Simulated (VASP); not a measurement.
# BaTiO3 (P4mm) in VASP: settings compared, part 2 of 2

VASP 6.6.1.

## (4) Relaxation of cell and atoms, PBE

Input file INCAR:

```
  ALGO = Normal
  EDIFF = 1E-6
  EDIFFG = -0.02
  ENCUT = 600
  GGA = PE
  IBRION = 2
  ISIF = 3
  ISMEAR = 0
  LASPH = True
  LCHARG = False
  LREAL = False
  LWAVE = False
  NELM = 60
  NSW = 80
  PREC = Accurate
  SIGMA = 0.01
```

Input file KPOINTS:

```
k-points
0
Gamma
  5 5 5
```

Input file POSCAR:

```
BaTiO3
1.0
    3.9998000000      0.0000000000      0.0000000000
    0.0000000000      3.9998000000      0.0000000000
    0.0000000000      0.0000000000      4.0180000000
Ba Ti O
1 1 3
Direct
    0.0000000000      0.0000000000      0.0000000000
    0.5000000000      0.5000000000      0.4900000000
    0.5000000000      0.5000000000      0.0190000000
    0.5000000000      0.0000000000      0.5170000000
    0.0000000000      0.5000000000      0.5170000000
```

Potentials or basis: VASP PAW PBE potentials, release 64 (Ba_sv, Ti_sv, O).

On the command line:

```sh
$ cat potpaw_PBE.64/Ba_sv/POTCAR potpaw_PBE.64/Ti_sv/POTCAR potpaw_PBE.64/O/POTCAR > POTCAR
$ mpirun -np 1 vasp_std > vasp.out
```

OUTCAR:

```text
EDIFF = 1E-6
   EDIFFG = -0.02
   ENCUT = 600
   GGA = PE
   IBRION = 2
   ISIF = 3
   ISMEAR = 0
   LASPH = True
   LREAL = False
   NELM = 60
   NSW = 80
   PREC = Accurate

 ion  position               nearest neighbor table
   1  0.000  0.000  0.000-   4 2.79   5 2.79   5 2.79   4 2.79   3 2.83   3 2.83   3 2.83   3 2.83
                             4 2.88   5 2.88   5 2.88   4 2.88   2 3.45   2 3.45   2 3.45   2 3.45
   2  0.500  0.500  0.490-   3 1.89   4 2.00   5 2.00   4 2.00   5 2.00   3 2.13   1 3.45   1 3.45
                             1 3.45   1 3.45   1 3.49   1 3.49   1 3.49   1 3.49
   3  0.500  0.500  0.019-   2 1.89   2 2.13   1 2.83   1 2.83   1 2.83   1 2.83
   4  0.500  0.000  0.517-   2 2.00   2 2.00   1 2.79   1 2.79   1 2.88   1 2.88
   5  0.000  0.500  0.517-   2 2.00   2 2.00   1 2.79   1 2.79   1 2.88   1 2.88

  LATTYP: Found a simple tetragonal cell.
 ALAT       =     3.9998000000
 C/A-ratio  =     1.0045502275

  Lattice vectors:

 A1 = (   3.9998000000,   0.0000000000,   0.0000000000)
 A2 = (   0.0000000000,   3.9998000000,   0.0000000000)
 A3 = (   0.0000000000,   0.0000000000,   4.0180000000)

Analysis of symmetry for initial positions (statically):
=====================================================================
 Subroutine PRICEL returns:
 Original cell was already a primitive cell.

 Routine SETGRP: Setting up the symmetry group for a
 simple tetragonal supercell.

 Subroutine GETGRP returns: Found  8 space group operations
 (whereof  8 operations were pure point group operations)
 out of a pool of 16 trial point group operations.

The static configuration has the point symmetry C_4v.

Analysis of symmetry for dynamics (positions and initial velocities):
=====================================================================
 Subroutine PRICEL returns:
 Original cell was already a primitive cell.

 Routine SETGRP: Setting up the symmetry group for a
 simple tetragonal supercell.

 Subroutine GETGRP returns: Found  8 space group operations
 (whereof  8 operations were pure point group operations)
 out of a pool of 16 trial point group operations.

The dynamic configuration has the point symmetry C_4v.

 Subroutine INISYM returns: Found  8 space group operations
 (whereof  8 operations are pure point group operations),
 and found     1 'primitive' translations

----------------------------------------------------------------------------------------

                                     Primitive cell

  volume of cell :      64.2816

  direct lattice vectors                    reciprocal lattice vectors
     3.999800000  0.000000000  0.000000000     0.250012501  0.000000000  0.000000000
     0.000000000  3.999800000  0.000000000     0.000000000  0.250012501  0.000000000
     0.000000000  0.000000000  4.018000000     0.000000000  0.000000000  0.248880040

  length of vectors
     3.999800000  3.999800000  4.018000000     0.250012501  0.250012501  0.248880040

  position of ions in fractional coordinates (direct lattice)
     0.000000000  0.000000000  0.000000000
     0.500000000  0.500000000  0.490000000
     0.500000000  0.500000000  0.019000000
     0.500000000  0.000000000  0.517000000
     0.000000000  0.500000000  0.517000000

  ion indices of the primitive-cell ions
   primitive index   ion index
                 1           1
                 2           2
[... 35 lines left out ...]
  0.200000  0.200000  0.000000      4.000000
  0.400000  0.200000  0.000000      8.000000
  0.400000  0.400000  0.000000      4.000000
[... 10 lines left out ...]
  0.400000  0.200000  0.400000     16.000000
  0.400000  0.400000  0.400000      8.000000
   k-points           NKPTS =     18   k-points in BZ     NKDIM =     18   number of bands    NBANDS=     24
   number of dos      NEDOS =    301   number of ions     NIONS =      5
   total plane-waves  NPLWV =  32768
   dimension x,y,z NGX =    32 NGY =   32 NGZ =   32
   dimension x,y,z NGXF=    64 NGYF=   64 NGZF=   64
   ions per type =               1   1   3
   NGX,Y,Z   is equivalent  to a cutoff of  13.30, 13.30, 13.24 a.u.
   NGXF,Y,Z  is equivalent  to a cutoff of  26.60, 26.60, 26.48 a.u.
 SYSTEM =  unknown system
   PREC   = accura    normal or accurate (medium, high low for compatibility)
   ISTART =      0    job   : 0-new  1-cont  2-samecut
   ICHARG =      2    charge: 1-file 2-atom 10-const
   ISPIN  =      1    spin polarized calculation?
   LNONCOLLINEAR =      F non collinear calculations
   LSORBIT =      F    spin-orbit coupling
   LASPH  =      T    aspherical Exc in radial PAW
   ENCUT  =  600.0 eV  44.10 Ry    6.64 a.u.   7.99  7.99  8.02*2*pi/ulx,y,z
   NELM   =     60;   NELMIN=  2; NELMDL= -5     # of ELM steps
   EDIFF  = 0.1E-05   stopping-criterion for ELM
   LREAL  =      F    real-space projection
   EDIFFG = -.2E-01   stopping-criterion for IOM
   NSW    =     80    number of steps for IOM
   IBRION =      2    ionic relax: 0-MD 1-quasi-New 2-CG
   NFREE  =      1    steps in history (QN), initial steepest desc. (CG)
   ISIF   =      3    stress and relaxation
   ISYM   =      2    0-nonsym 1-usesym 2-fastsym
   POTIM  = 0.5000    time-step for ionic-motion
   TEBEG  =    0.0;   TEEND  =   0.0 temperature during run
   PSTRESS=    0.0 pullay stress
   NELECT =      40.0000    total number of electrons
   NUPDOWN=      -1.0000    fix difference up-down
   EMIN   =  10.00;   EMAX   =-10.00  energy-range for DOS
   EFERMI =   0.00;   METHOD = LEGACY
   ISMEAR =     0;   SIGMA  =   0.01  broadening in eV -4-tet -1-fermi 0-gaus
   EFERMI_NEDOS =   21; number of points for ismear=-14 and -15
   IALGO  =     38    algorithm
   IMIX   =      4    mixing-type and parameters
     AMIX     =   0.40;   BMIX     =  1.00
     AMIX_MAG =   1.60;   BMIX_MAG =  1.00
  volume/ion in A,a.u.               =      12.86        86.76
  Fermi-wavevector in a.u.,A,eV,Ry     =   1.397653  2.641181 26.578078  1.953434
  Thomas-Fermi vector in A             =   2.520888
   LORBIT       =      0    0 simple, 1 ext, 2 COOP (PROOUT), +10 PAW based schemes
   GGA     = PE    functional components
   LHFCALC =     F    Hartree Fock is set to
   AEXX    =    0.0000 exact exchange contribution
   IVDW    =     0    specifies the selected vdW correction
   LEPSILON=     F    determine dielectric tensor
   LRPA    =     F    only Hartree local field effects (RPA)
 conjugate gradient relaxation of ions
 non-spin polarized calculation
 Gauss-broadening in eV      SIGMA  =   0.01
  energy-cutoff  :      600.00
  volume of cell :       64.28
 maximum number of plane-waves:      2169
 NGX is ok and might be reduce to    32
   NGX = 15   NGY = 15   NGZ = 17

--------------------------------------- Ionic step        1  -------------------------------------------

 number of electron      39.9999999 magnetization

 Free energy of the ion-electron system (eV)
  ---------------------------------------------------
  ext. energy  EPLUGINS =         0.00000000
  ---------------------------------------------------
  free energy    TOTEN  =       -39.98771283 eV

  energy without entropy =      -39.98771283  energy(sigma->0) =      -39.98771283

------------------------ aborting loop because EDIFF is reached ----------------------------------------

  FORCE on cell =-STRESS in cart. coord.  units (eV):
  Direction    XX          YY          ZZ          XY          YZ          ZX
  --------------------------------------------------------------------------------------
  -------------------------------------------------------------------------------------
  Total        1.4984907      1.4984907      1.8767668      0.0000000      0.0000000      0.0000000
  in kB       37.3489296     37.3489296     46.7772195      0.0000000      0.0000000      0.0000000
  external PRESSURE =      40.4916929 kB  Pullay stress =       0.0000000 kB
[... 98 lines left out ...]
  FREE ENERGIE OF THE ION-ELECTRON SYSTEM (eV)
  ---------------------------------------------------
  free  energy   TOTEN  =       -40.0121595628 eV

  energy  without entropy=      -40.0121595628  energy(sigma->0) =      -40.01215956

[... ionic steps 4 to 15 ...]

--------------------------------------- Ionic step       16  -------------------------------------------

 number of electron      39.9999996 magnetization

------------------------ aborting loop because EDIFF is reached ----------------------------------------
[... 73 lines left out ...]
--------------------------------------- Ionic step       18  -------------------------------------------

 number of electron      39.9999995 magnetization

 Free energy of the ion-electron system (eV)
  ---------------------------------------------------
  ext. energy  EPLUGINS =         0.00000000
  ---------------------------------------------------
  free energy    TOTEN  =       -40.04535423 eV

  energy without entropy =      -40.04535423  energy(sigma->0) =      -40.04535423

 E-fermi :   3.6776     XC(G=0): -10.9774

 val. band max:        3.4971858574   @ k =   0.4000   0.4000   0.2000
 cond. band min:       5.4495532986   @ k =   0.0000   0.0000   0.0000
 fundamental gap:      1.9523674412
 Fermi energy:         3.6776474733

 k-point     1 :       0.0000    0.0000    0.0000
  band No.  band energies     occupation
      1     -53.0055      2.00000
      2     -29.3349      2.00000
      3     -29.1990      2.00000
      4     -29.1990      2.00000
      5     -21.5357      2.00000
      6     -13.3149      2.00000
[... 507 lines left out ...]
  FREE ENERGIE OF THE ION-ELECTRON SYSTEM (eV)
  ---------------------------------------------------
  free  energy   TOTEN  =       -40.0453542278 eV

  energy  without entropy=      -40.0453542278  energy(sigma->0) =      -40.04535423

 reached required accuracy - stopping structural energy minimisation
```

Run time: 3.2 min. Hardware: 1 thread of Intel Xeon 6975P-C (Granite Rapids), shared host; peak memory 0.2 GiB.

Results:

```
Free energy                            : -40.0454 eV
Relaxed volume                         : 13.46 Å³/atom
Relaxed cell                           : a = 3.998 Å, b = 3.998 Å, c = 4.212 Å, α = 90.00°, β = 90.00°, γ = 90.00°
Space group after relaxing (to 0.05 Å) : P4mm (No. 99)
Energy gained by relaxing              : 11.5 meV/atom
Ionic steps                            : 18
Pressure after relaxing                : 0.1 GPa
Largest force after relaxing           : 0.015 eV/Å
Band gap on the k mesh                 : 1.95 eV, indirect (least direct gap 2.33 eV)
```

Forces on the atoms (eV/Å):
```
Ba   0.000  0.000  0.005
Ti   0.000  0.000 -0.014
O    0.000  0.000 -0.015
O    0.000  0.000  0.012
O    0.000  0.000  0.012
```

Stress tensor (GPa, compression positive):
```
0.02 0.00 0.00
0.00 0.02 0.00
0.00 0.00 0.20
```

The path:
| step | energy change (eV) | largest force (eV/Å) | pressure (GPa) | volume (Å³) |
| --- | --- | --- | --- | --- |
| 1 | 0.0000 | 0.2834 | 4.05 | 64.28 |
| 2 | -0.0139 | 0.4626 | -3.15 | 67.35 |
| 3 | -0.0244 | 0.3836 | -0.45 | 66.10 |
| 4 | -0.0346 | 0.2309 | -0.17 | 66.22 |
| 5 | -0.0411 | 0.1587 | 0.50 | 66.41 |
| 6 | -0.0464 | 0.1593 | 0.16 | 66.77 |
| 7 | -0.0485 | 0.2188 | -0.48 | 67.83 |
| 8 | -0.0499 | 0.1902 | -0.33 | 67.44 |
| 9 | -0.0540 | 0.1366 | -0.17 | 67.25 |
| 10 | -0.0542 | 0.1238 | -0.13 | 67.19 |
| 11 | -0.0560 | 0.0875 | 0.41 | 67.01 |
| 12 | -0.0562 | 0.0716 | 0.59 | 66.93 |
| 13 | -0.0572 | 0.0541 | -0.10 | 67.28 |
| 14 | -0.0572 | 0.0487 | -0.06 | 67.25 |
| 15 | -0.0572 | 0.0470 | -0.01 | 67.23 |
| 16 | -0.0574 | 0.0328 | 0.00 | 67.26 |
| 17 | -0.0575 | 0.0433 | 0.00 | 67.30 |
| 18 | -0.0576 | 0.0147 | 0.08 | 67.32 |

Final structure:
```
Ba Ti O
1.0
     3.99801    0.00000    0.00000
     0.00000    3.99801    0.00000
     0.00000    0.00000    4.21195
Ba Ti O
1 1 3
Direct
  0.00000 0.00000 0.99105
  0.50000 0.50000 0.47252
  0.50000 0.50000 0.04115
  0.50000 0.00000 0.51914
  0.00000 0.50000 0.51914
```

Levels at points of the mesh, in eV from the valence-band top:
```csv
k point,band 18,band 19,band 20,band 21,band 22,band 23
"(0.00, 0.00, 0.00)",-0.75,-0.38,-0.38,1.95,2.57,2.57
```

Caveat: spin-orbit coupling is left out, which moves the levels of the heavy elements. PBE usually gives volumes a little too large and moduli too small.

## (5) Overview

| level | gap on the mesh (eV) | pressure (GPa) | relaxed volume (Å³/atom) |
| --- | --- | --- | --- |
| PBE+D4 | 1.98 | 0.0 | 13.14 |
| PBE+D3(BJ) | 1.98 | 0.0 | 13.06 |
| PBE | 1.95 | 0.1 | 13.46 |

Alike in all rows: task relaxation of cell and atoms; potentials or basis VASP PAW PBE potentials, release 64 (Ba_sv, Ti_sv, O); no spin polarisation; cell relaxed; k mesh 5 × 5 × 5; cutoff (eV) 600; smearing gaussian 0.01 eV.

Caveats: spin-orbit coupling is left out, which moves the levels of the heavy elements.

Absolute energies hang on the potentials; compare differences alone.
